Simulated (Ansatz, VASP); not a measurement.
CuO: VASP beside Ansatz

```
Cu O
1.0
     2.08115   -2.08208    0.16474
     2.08115    2.08208    0.16474
    -0.40836    0.00000    5.13560
Cu O
2 2
Direct
  0.99425 0.49425 0.00185
  0.49425 0.99425 0.50185
  0.49432 0.49418 0.25185
  0.49418 0.49432 0.75185
```

Alike in both runs: functional PBE; k mesh 12 × 12 × 8; occupations gaussian, width 0.05 eV; no spin polarisation.

Ansatz relaxed the structure, and its values are those at the end. VASP's run is a single point on that final structure, the one shown.

|  | VASP | Ansatz |
| --- | --- | --- |
| version | VASP 6.6.1 | Ansatz 0.2.0 |
| potentials or method | VASP PAW PBE potentials, release 64 (Cu, O), cutoff 520 eV | scalar-relativistic, plane waves, PAW |
| valence electrons in the cell | 34 | 50 |

```tsv
	VASP	Ansatz	Ansatz less VASP
gap on the k mesh at the Fermi level (eV)	none	none	-
pressure (GPa)	0.7	0.0	-0.65
```

A gap of «none» marks a metal or a gap that the smearing closes. The functional is the same, so the differences come from potentials, cutoffs and numerics. VASP's potentials hold 34 valence electrons a cell and Ansatz's 50, so a difference there can come from the potentials and not from the codes.
